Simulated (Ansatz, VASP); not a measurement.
SiC: VASP beside Ansatz

The input INCAR:

```
SYSTEM = SiC
ALGO = Normal
DIPOL = 0.5 0.5 0.400
EDIFF = 1E-6
ENCUT = 520
GGA = PE
IDIPOL = 3
ISIF = 2
ISMEAR = 0
IVDW = 12
LASPH = .True.
LCHARG = .False.
LDIPOL = .True.
LREAL = Auto
LWAVE = .False.
NBANDS = 106
NELM = 100
PREC = Accurate
SIGMA = 0.05
```

KPOINTS

```
k-points
0
Gamma
  3 2 1
  0 0 0
```

POSCAR

```
SiC
1.0
    6.1499993395      0.0000000000      0.0000000000
    0.0000000000      8.6974124746      0.0000000000
    0.0000000000      0.0000000000     27.6445993395
Si C
20 20
Direct
    0.2500000000      0.7500000000      0.2893874461
    0.2500000000      0.2500000000      0.2893874461
    0.7500000000      0.7500000000      0.2893874461
    0.7500000000      0.2500000000      0.2893874461
    0.5000000000      0.5000000000      0.3450040898
    0.5000000000      0.0000000000      0.3450040898
    0.0000000000      0.5000000000      0.3450040898
    0.0000000000      0.0000000000      0.3450040898
    0.7499892643      0.2482113567      0.4005879985
    0.7499994617      0.7465725909      0.4014749158
    0.2499911719      0.2457707876      0.4004277724
    0.2499539517      0.7459802847      0.3994480827
   -0.0052438134     -0.0029556315      0.4574841228
    0.0045765961      0.5002123163      0.4574310039
    0.5051347787     -0.0029535769      0.4574925796
    0.4953920689      0.5001625372      0.4573817567
    0.2497499939      0.7612624598      0.5067002142
    0.2499548608      0.2367043736      0.5073985357
    0.7501296484      0.7347452264      0.5169200728
    0.7498999064      0.2232330925      0.5029287981
    0.5000000000      0.1250000000      0.2893874461
    0.5000000000      0.6250000000      0.2893874461
    0.0000000000      0.1250000000      0.2893874461
    0.0000000000      0.6250000000      0.2893874461
    0.7500000000      0.8750000000      0.3450040898
    0.7500000000      0.3750000000      0.3450040898
    0.2500000000      0.8750000000      0.3450040898
    0.2500000000      0.3750000000      0.3450040898
   -0.0001128968      0.6236695232      0.4012178893
   -0.0021335313      0.1225330633      0.4007289120
    0.5000670480      0.6236975851      0.4012116026
    0.5021152058      0.1225377950      0.4007330305
    0.2499740525      0.3751266162      0.4547711726
    0.2499792019      0.8790858966      0.4529298188
    0.7499739702      0.3818441252      0.4577898990
    0.7499585690      0.8653092357      0.4593169656
    0.4986645224      0.1281106876      0.5085964216
    0.4843278956      0.6234214989      0.5144616386
    0.0011817300      0.1281693732      0.5085665238
    0.0156905716      0.6234556448      0.5144809645
```

Input for Ansatz:

```yaml
crystal:
  lattice:
    - [6.1499993395, 0.0, 0.0]
    - [0.0, 8.6974124746, 0.0]
    - [0.0, 0.0, 27.6445993395]
  atoms:
    - { symbol: Si, position: [0.25, 0.75, 0.2893874461] }
    - { symbol: Si, position: [0.25, 0.25, 0.2893874461] }
    - { symbol: Si, position: [0.75, 0.75, 0.2893874461] }
    - { symbol: Si, position: [0.75, 0.25, 0.2893874461] }
    - { symbol: C, position: [0.5, 0.125, 0.2893874461] }
    - { symbol: C, position: [0.5, 0.625, 0.2893874461] }
    - { symbol: C, position: [0.0, 0.125, 0.2893874461] }
    - { symbol: C, position: [0.0, 0.625, 0.2893874461] }
    - { symbol: Si, position: [0.5, 0.5, 0.3450040898] }
    - { symbol: Si, position: [0.5, 0.0, 0.3450040898] }
    - { symbol: Si, position: [0.0, 0.5, 0.3450040898] }
    - { symbol: Si, position: [0.0, 0.0, 0.3450040898] }
    - { symbol: C, position: [0.75, 0.875, 0.3450040898] }
    - { symbol: C, position: [0.75, 0.375, 0.3450040898] }
    - { symbol: C, position: [0.25, 0.875, 0.3450040898] }
    - { symbol: C, position: [0.25, 0.375, 0.3450040898] }
    - { symbol: Si, position: [0.7499892643, 0.2482113567, 0.4005879985] }
    - { symbol: Si, position: [0.7499994617, 0.7465725909, 0.4014749158] }
    - { symbol: Si, position: [0.2499911719, 0.2457707876, 0.4004277724] }
    - { symbol: Si, position: [0.2499539517, 0.7459802847, 0.3994480827] }
    - { symbol: C, position: [-0.0001128968, 0.6236695232, 0.4012178893] }
    - { symbol: C, position: [-0.0021335313, 0.1225330633, 0.400728912] }
    - { symbol: C, position: [0.500067048, 0.6236975851, 0.4012116026] }
    - { symbol: C, position: [0.5021152058, 0.122537795, 0.4007330305] }
    - { symbol: Si, position: [-0.0052438134, -0.0029556315, 0.4574841228] }
    - { symbol: Si, position: [0.0045765961, 0.5002123163, 0.4574310039] }
    - { symbol: Si, position: [0.5051347787, -0.0029535769, 0.4574925796] }
    - { symbol: Si, position: [0.4953920689, 0.5001625372, 0.4573817567] }
    - { symbol: C, position: [0.2499740525, 0.3751266162, 0.4547711726] }
    - { symbol: C, position: [0.2499792019, 0.8790858966, 0.4529298188] }
    - { symbol: C, position: [0.7499739702, 0.3818441252, 0.457789899] }
    - { symbol: C, position: [0.749958569, 0.8653092357, 0.4593169656] }
    - { symbol: Si, position: [0.2497499939, 0.7612624598, 0.5067002142] }
    - { symbol: Si, position: [0.2499548608, 0.2367043736, 0.5073985357] }
    - { symbol: Si, position: [0.7501296484, 0.7347452264, 0.5169200728] }
    - { symbol: Si, position: [0.7498999064, 0.2232330925, 0.5029287981] }
    - { symbol: C, position: [0.4986645224, 0.1281106876, 0.5085964216] }
    - { symbol: C, position: [0.4843278956, 0.6234214989, 0.5144616386] }
    - { symbol: C, position: [0.00118173, 0.1281693732, 0.5085665238] }
    - { symbol: C, position: [0.0156905716, 0.6234556448, 0.5144809645] }
basis:
  ecutwfc: 420
kpoints:
  mp_grid: { grid: [3, 2, 1] }
hamiltonian:
  xc: pbe
  dispersion: d3bj
scf:
  occupations: { method: gaussian, width: 0.05 }
output:
  forces: true
  eigenvalues: true
  write_density: true
  volumetric_format: npy
efield:
  axis: 3
  dipole_correction: true
  ramp_width: 0.04
```

Alike in both runs: task single point; functional PBE; dispersion D3(BJ); k mesh 3 × 2 × 1; occupations gaussian, width 0.05 eV; no spin polarisation.

|  | VASP | Ansatz |
| --- | --- | --- |
| version | VASP 6.6.1 | Ansatz 0.2.0 |
| potentials or method | VASP PAW PBE potentials, release 64 (Si, C), cutoff 520 eV | scalar-relativistic, plane waves, PAW |
| valence electrons in the cell | 160 | 160 |

|  | VASP | Ansatz | Ansatz less VASP |
| --- | --- | --- | --- |
| gap on the k mesh at the Fermi level (eV) | none | none | - |
| rms of the force components (eV/Å) | 0.968 | 0.972 | +0.0034 |

A gap of «none» marks a metal or a gap that the smearing closes.

The k mesh is coarse, so the values compare programs but aren't converged.
